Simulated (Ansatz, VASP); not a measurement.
AlNi in VASP and in Ansatz

```xyz
2
Lattice="2.0224 -2.0222 0.0000 2.0224 2.0222 0.0000 0.0000 0.0000 2.8700" Properties=species:S:1:pos:R:3 pbc="T T T"
Al    0.0000    0.0000    0.0000
Ni    2.0224    0.0000    1.4350
```

Alike in both runs: functional r2SCAN; k mesh 16 × 16 × 14; occupations gaussian, width 0.1 eV; no spin polarisation.

Ansatz relaxed the structure, and its values are those at the end. VASP's run is a single point on that final structure, the one shown.

|  | VASP | Ansatz |
| --- | --- | --- |
| version | VASP 6.6.1 | Ansatz 0.2.0 |
| potentials or method | VASP PAW PBE potentials, release 64 (Al, Ni), cutoff 520 eV | scalar-relativistic, plane waves, PAW |
| valence electrons in the cell | 13 | 21 |

Ansatz gave:

* gap on the k mesh at the Fermi level (eV): none
* pressure (GPa): 0.0

Which values does VASP return?

gap on the k mesh at the Fermi level (eV): none; pressure (GPa): -0.2.

VASP's potentials were made for PBE, not for r2SCAN. A gap of «none» marks a metal or a gap that the smearing closes. VASP's potentials hold 13 valence electrons a cell and Ansatz's 21, so a difference there can come from the potentials and not from the codes.
